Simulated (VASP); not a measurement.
# K2H3Au (P-3m1) in VASP: further runs, part 3 of 3

VASP 6.6.1. Earlier steps stand in the parts before.

### Step 5. Single point, r2SCAN+rVV10

This run uses another cell than the first one, of 16.71 Å³/atom.

POSCAR

```
K2H3Au
1.0
    3.5214895032      0.0000000000      0.0000000000
   -1.7607447516      3.0496993690      0.0000000000
    0.0000000000      0.0000000000      9.3380595746
K H Au
2 3 1
Direct
    0.6666666667      0.3333333333      0.2173510028
    0.3333333333      0.6666666667      0.7826489972
    0.6666666667      0.3333333333      0.9319006225
    0.3333333333      0.6666666667      0.0680993775
    0.0000000000      0.0000000000      0.0000000000
    0.0000000000      0.0000000000      0.5000000000
```

INCAR.step1

```
SYSTEM = K2H3Au
PREC = Accurate
ENCUT = 520
ISMEAR = -1
SIGMA = 0.03
LREAL = .False.
LASPH = .True.
NELM = 60
NBANDS = 25
GGA = PE
ALGO = Normal
EDIFF = 1E-4
LWAVE = .True.
LCHARG = .False.
```

INCAR.step2

```
SYSTEM = K2H3Au
PREC = Accurate
ENCUT = 520
EDIFF = 1E-6
ISMEAR = -1
SIGMA = 0.03
LREAL = .False.
LASPH = .True.
NELM = 60
ALGO = Normal
ISIF = 2
LWAVE = .False.
LCHARG = .False.
METAGGA = R2SCAN
LMIXTAU = .True.
LUSE_VDW = .True.
IVDW_NL = 2
BPARAM = 11.95
CPARAM = 0.0093
NBANDS = 25
ISTART = 1
```

KPOINTS

```
regular mesh
0
Gamma
  12 12 4
  0 0 0
```

Potentials or basis: VASP PAW PBE potentials, release 64 (K_sv, H, Au).

Launch:

```console
$ cat potpaw_PBE.64/K_sv/POTCAR potpaw_PBE.64/H/POTCAR potpaw_PBE.64/Au/POTCAR > POTCAR
$ cp INCAR.step1 INCAR
$ mpirun -np 1 vasp_std > vasp.out
$ cp INCAR.step2 INCAR
$ mpirun -np 1 vasp_std > vasp.out
```

OUTCAR:

```text
SYSTEM = K2H3Au
   PREC = Accurate
   ENCUT = 520
   EDIFF = 1E-6
   ISMEAR = -1
   LREAL = .False.
   LASPH = .True.
   NELM = 60
   ISIF = 2
   METAGGA = R2SCAN
   IVDW_NL = 2
   BPARAM = 11.95
   ISTART = 1

 ion  position               nearest neighbor table
   1  0.667  0.333  0.217-   6 3.33   6 3.33   6 3.33
   2  0.333  0.667  0.783-   6 3.33   6 3.33   6 3.33
   3  0.667  0.333  0.932-
   4  0.333  0.667  0.068-
   5  0.000  0.000  0.000-
   6  0.000  0.000  0.500-   1 3.33   2 3.33   1 3.33   2 3.33   1 3.33   2 3.33

  LATTYP: Found a hexagonal cell.
 ALAT       =     3.5214895032
 C/A-ratio  =     2.6517357403

  Lattice vectors:

 A1 = (   3.5214895032,   0.0000000000,   0.0000000000)
 A2 = (  -1.7607447516,   3.0496993690,   0.0000000000)
 A3 = (   0.0000000000,   0.0000000000,   9.3380595746)

Analysis of symmetry for initial positions (statically):
=====================================================================
 Subroutine PRICEL returns:
 Original cell was already a primitive cell.

 Routine SETGRP: Setting up the symmetry group for a
 hexagonal supercell.

 Subroutine GETGRP returns: Found 12 space group operations
 (whereof 12 operations were pure point group operations)
 out of a pool of 24 trial point group operations.

The static configuration has the point symmetry D_3d.

Analysis of symmetry for dynamics (positions and initial velocities):
=====================================================================
 Subroutine PRICEL returns:
 Original cell was already a primitive cell.

 Routine SETGRP: Setting up the symmetry group for a
 hexagonal supercell.

 Subroutine GETGRP returns: Found 12 space group operations
 (whereof 12 operations were pure point group operations)
 out of a pool of 24 trial point group operations.

The dynamic configuration has the point symmetry D_3d.

 Subroutine INISYM returns: Found 12 space group operations
 (whereof 12 operations are pure point group operations),
 and found     1 'primitive' translations

----------------------------------------------------------------------------------------

                                     Primitive cell

  volume of cell :     100.2859

  direct lattice vectors                    reciprocal lattice vectors
     3.521489503  0.000000000  0.000000000     0.283970746  0.163950586  0.000000000
    -1.760744752  3.049699369  0.000000000     0.000000000  0.327901173  0.000000000
     0.000000000  0.000000000  9.338059575     0.000000000  0.000000000  0.107088629

  length of vectors
     3.521489503  3.521489503  9.338059575     0.327901173  0.327901173  0.107088629

  position of ions in fractional coordinates (direct lattice)
     0.666666667  0.333333333  0.217351003
     0.333333333  0.666666667  0.782648997
     0.666666667  0.333333333  0.931900623
     0.333333333  0.666666667  0.068099377
     0.000000000  0.000000000  0.000000000
     0.000000000  0.000000000  0.500000000

  ion indices of the primitive-cell ions
   primitive index   ion index
                 1           1
                 2           2
                 3           3
[... 27 lines left out ...]

 Found     69 irreducible k-points:

 Following reciprocal coordinates:
            Coordinates               Weight
  0.000000  0.000000  0.000000      1.000000
  0.083333  0.000000  0.000000      6.000000
  0.166667  0.000000  0.000000      6.000000
  0.250000  0.000000  0.000000      6.000000
  0.333333  0.000000  0.000000      6.000000
  0.416667  0.000000  0.000000      6.000000
[... 16 lines left out ...]
  0.166667  0.000000  0.250000      6.000000
  0.000000  0.166667  0.250000      6.000000
 [... further k-points ...]
   k-points           NKPTS =     69   k-points in BZ     NKDIM =     69   number of bands    NBANDS=     25
   number of dos      NEDOS =    301   number of ions     NIONS =      6
   total plane-waves  NPLWV =  54880
   dimension x,y,z NGX =    28 NGY =   28 NGZ =   70
   dimension x,y,z NGXF=    56 NGYF=   56 NGZF=  140
   ions per type =               2   3   1
   NGX,Y,Z   is equivalent  to a cutoff of  13.22, 13.22, 12.46 a.u.
   NGXF,Y,Z  is equivalent  to a cutoff of  26.44, 26.44, 24.92 a.u.
 SYSTEM =  K2H3Au
   PREC   = accura    normal or accurate (medium, high low for compatibility)
   ISTART =      1    job   : 0-new  1-cont  2-samecut
   ICHARG =      0    charge: 1-file 2-atom 10-const
   ISPIN  =      1    spin polarized calculation?
   LNONCOLLINEAR =      F non collinear calculations
   LSORBIT =      F    spin-orbit coupling
   LASPH  =      T    aspherical Exc in radial PAW
   ENCUT  =  520.0 eV  38.22 Ry    6.18 a.u.   6.55  6.55 17.36*2*pi/ulx,y,z
   NELM   =     60;   NELMIN=  2; NELMDL=  0     # of ELM steps
   EDIFF  = 0.1E-05   stopping-criterion for ELM
   LREAL  =      F    real-space projection
   EDIFFG = 0.1E-04   stopping-criterion for IOM
   NSW    =      0    number of steps for IOM
   IBRION =     -1    ionic relax: 0-MD 1-quasi-New 2-CG
   NFREE  =      0    steps in history (QN), initial steepest desc. (CG)
   ISIF   =      2    stress and relaxation
   ISYM   =      2    0-nonsym 1-usesym 2-fastsym
   POTIM  = 0.5000    time-step for ionic-motion
   TEBEG  =    0.0;   TEEND  =   0.0 temperature during run
   PSTRESS=    0.0 pullay stress
   NELECT =      32.0000    total number of electrons
   NUPDOWN=      -1.0000    fix difference up-down
   EMIN   =  10.00;   EMAX   =-10.00  energy-range for DOS
   EFERMI =   0.00;   METHOD = LEGACY
   ISMEAR =    -1;   SIGMA  =   0.03  broadening in eV -4-tet -1-fermi 0-gaus
   EFERMI_NEDOS =   21; number of points for ismear=-14 and -15
   IALGO  =     38    algorithm
   IMIX   =      4    mixing-type and parameters
     AMIX     =   0.40;   BMIX     =  1.00
     AMIX_MAG =   1.60;   BMIX_MAG =  1.00
  volume/ion in A,a.u.               =      16.71       112.79
  Fermi-wavevector in a.u.,A,eV,Ry     =   1.118694  2.114026 17.027381  1.251477
  Thomas-Fermi vector in A             =   2.255328
   LORBIT       =      0    0 simple, 1 ext, 2 COOP (PROOUT), +10 PAW based schemes
   METAGGA = R2SCAN    functional components
   LHFCALC =     F    Hartree Fock is set to
   AEXX    =    0.0000 exact exchange contribution
   IVDW_NL    =     2    kernel type
   BPARAM     =11.9500
   IVDW    =     0    specifies the selected vdW correction
   LEPSILON=     F    determine dielectric tensor
   LRPA    =     F    only Hartree local field effects (RPA)
 non-spin polarized calculation
  energy-cutoff  :      520.00
  volume of cell :      100.29
 maximum number of plane-waves:      2771
 NGX is ok and might be reduce to    28
   NGX = 13   NGY = 13   NGZ = 35

 number of electron      32.0000004 magnetization

 Free energy of the ion-electron system (eV)
  ---------------------------------------------------
  ext. energy  EPLUGINS =         0.00000000
  ---------------------------------------------------
  free energy    TOTEN  =       -68.72185429 eV

  energy without entropy =      -68.71868404  energy(sigma->0) =      -68.72026917

 E-fermi :   1.0755     XC(G=0):  -9.3594

 val. band max:        1.0640620905   @ k =   0.4167   0.1667   0.0000
 cond. band min:       1.0805860122   @ k =   0.4167   0.1667   0.2500
 fundamental gap:      0.0165239217
 Fermi energy:         1.0754582546

 k-point     1 :       0.0000    0.0000    0.0000
  band No.  band energies     occupation
      1     -30.1258      2.00000
      2     -30.1204      2.00000
      3     -12.9608      2.00000
      4     -12.7893      2.00000
      5     -12.5863      2.00000
      6     -12.5863      2.00000
[... 661 lines left out ...]
     24       9.2890      0.00000
     25       9.9271      0.00000

 [... further k-points ...]

------------------------ aborting loop because EDIFF is reached ----------------------------------------

  FORCE on cell =-STRESS in cart. coord.  units (eV):
  Direction    XX          YY          ZZ          XY          YZ          ZX
  --------------------------------------------------------------------------------------
  -------------------------------------------------------------------------------------
  Total        0.0595342      0.0595342      0.0490184      0.0000000     -0.0000000      0.0000000
  in kB        0.9511242      0.9511242      0.7831218      0.0000000     -0.0000000      0.0000000
  external PRESSURE =       0.8951234 kB  Pullay stress =       0.0000000 kB

 VOLUME and BASIS-vectors are now :
 -----------------------------------------------------------------------------
  energy-cutoff  :      520.00
  volume of cell :      100.29
      direct lattice vectors                 reciprocal lattice vectors
     3.521489503  0.000000000  0.000000000     0.283970746  0.163950586  0.000000000
    -1.760744752  3.049699369  0.000000000     0.000000000  0.327901173  0.000000000
     0.000000000  0.000000000  9.338059575     0.000000000  0.000000000  0.107088629

 POSITION                                       TOTAL-FORCE (eV/Angst)
 -----------------------------------------------------------------------------------
      1.76074      1.01657      2.02964        -0.000000      0.000000      0.003010
     -0.00000      2.03313      7.30842         0.000000     -0.000000     -0.003010
      1.76074      1.01657      8.70214        -0.000000      0.000000      0.006475
     -0.00000      2.03313      0.63592         0.000000      0.000000     -0.006475
      0.00000      0.00000      0.00000        -0.000000      0.000000      0.000000
      0.00000      0.00000      4.66903        -0.000000      0.000000      0.000000
 -----------------------------------------------------------------------------------
    total drift:                               -0.000000      0.000000      0.000000

  FREE ENERGIE OF THE ION-ELECTRON SYSTEM (eV)
  ---------------------------------------------------
  free  energy   TOTEN  =       -68.7218542907 eV

  energy  without entropy=      -68.7186840425  energy(sigma->0) =      -68.72026917
```

Wall time 7.9 min (1 thread of Intel Xeon 6975P-C (Granite Rapids), shared host); peak memory 0.55 GiB.

What came out:

| Item | Value |
| --- | --- |
| Free energy | -68.7219 eV |
| Pressure | 0.1 GPa |
| Largest force | 0.006 eV/Å |
| Band gap on the k mesh | zero (bands 16 and 17 overlap by 0.49 eV) |

Forces on the atoms (eV/Å):
```
K    0.000  0.000  0.003
K    0.000  0.000 -0.003
H    0.000  0.000  0.006
H    0.000  0.000 -0.006
H    0.000  0.000  0.000
Au   0.000  0.000  0.000
```

Caveat: the PAW data sets were made with another functional, which shifts forces and pressure a little; spin-orbit coupling is left out, which moves the levels of the heavy elements.

### Step 6. Overview

| task | level | cell | k mesh | cutoff (eV) | gap on the mesh (eV) | pressure (GPa) | largest force (eV/Å) |
| --- | --- | --- | --- | --- | --- | --- | --- |
| single point | PBEsol | a = 3.456, b = 3.456, c = 9.371 Å, angles 90.0, 90.0, 120.0°, 6 atoms, atomic positions A | 6 × 6 × 4 | 520 | none | 0.1 | 0.01 |
| relaxation of cell and atoms | PBEsol | relaxed from a = 4.348, b = 4.348, c = 7.634 Å, angles 90.0, 90.0, 120.0°, 6 atoms, atomic positions B | 6 × 6 × 4 | 600 | none | 0.0 | - |
| single point | r2SCAN+rVV10 | a = 3.521, b = 3.521, c = 9.338 Å, angles 90.0, 90.0, 120.0°, 6 atoms, atomic positions C | 12 × 12 × 4 | 520 | none | 0.1 | 0.01 |

Alike in all rows: potentials or basis VASP PAW PBE potentials, release 64 (K_sv, H, Au); no spin polarisation; smearing fermi-dirac 0.03 eV.

Caveats: the PAW data sets were made with another functional, which shifts forces and pressure a little; spin-orbit coupling is left out, which moves the levels of the heavy elements; the volume moved by over 15 % at a fixed basis, so the end points are rough (at least some runs).

Total energies depend on the potentials used, so only differences within one code and one set of settings carry meaning.
